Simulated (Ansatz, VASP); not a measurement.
# ZnCu: VASP beside Ansatz

The input INCAR:

```
PREC     = Accurate       # precision mode
ENCUT    = 520            # plane-wave cutoff, eV
EDIFF    = 1E-7           # SCF threshold, eV
ISMEAR   = 0              # smearing method
SIGMA    = 0.1            # smearing width, eV
LREAL    = F              # projectors in reciprocal space
LASPH    = T              # aspherical terms in the spheres
NELM     = 100            # most SCF steps
ALGO     = Fast           # electronic algorithm
ISIF     = 2              # what is computed and relaxed
LWAVE    = F              # write WAVECAR
LCHARG   = F              # write CHGCAR
GGA      = PE             # functional
NBANDS   = 18             # bands
```

The input KPOINTS:

```
Automatic mesh
0
Gamma
  12 12 12
```

File POSCAR:

```
ZnCu
1.0
    2.9389333000      0.0058900000     -0.0017670000
    0.0058900000      2.9661451000     -0.0066851500
   -0.0017670000     -0.0066851500      2.9491524500
Zn Cu
1 1
Direct
    0.4632020374      0.5345161290      0.5069847199
    0.0367979626     -0.0345161290     -0.0069847199
```

Input for Ansatz:

```yaml
crystal:
  lattice:
    - [2.9389333, 0.00589, -0.001767]
    - [0.00589, 2.9661451, -0.00668515]
    - [-0.001767, -0.00668515, 2.94915245]
  atoms:
    - { symbol: Zn, position: [0.4632020374, 0.534516129, 0.5069847199] }
    - { symbol: Cu, position: [0.0367979626, -0.034516129, -0.0069847199] }
basis:
  ecutwfc: 420
kpoints:
  mp_grid: { grid: [12, 12, 12] }
hamiltonian:
  xc: pbe
scf:
  occupations: { method: gaussian, width: 0.1 }
output:
  forces: true
  stress: true
  eigenvalues: true
  write_density: true
  write_potential: true
  elf: true
  volumetric_format: npy
```

Change from the starting cell: all atoms moved at random, cell strained at random.

Alike in both runs: task single point; functional PBE; k mesh 12 × 12 × 12; occupations gaussian, width 0.1 eV; no spin polarisation.

```csv
,VASP,Ansatz
version,VASP 6.6.1,Ansatz 0.2.0
potentials or method,"VASP PAW PBE potentials, release 64 (Zn, Cu), cutoff 520 eV","scalar-relativistic, plane waves, PAW"
valence electrons in the cell,23,31
```

|  | VASP | Ansatz | Ansatz less VASP |
| --- | --- | --- | --- |
| gap on the k mesh at the Fermi level (eV) | none | none | - |
| pressure (GPa) | 7.6 | 6.8 | -0.71 |
| traceless stress, the component that is largest in VASP (GPa) | -5.36 | -5.27 | +0.086 |
| rms of the force components (eV/Å) | 0.992 | 0.976 | -0.0159 |

Atom by atom the forces differ by 0.016 eV/Å (rms over components). A gap of «none» marks a metal or a gap that the smearing closes. VASP's potentials hold 23 valence electrons a cell and Ansatz's 31, so a difference there can come from the potentials and not from the codes.
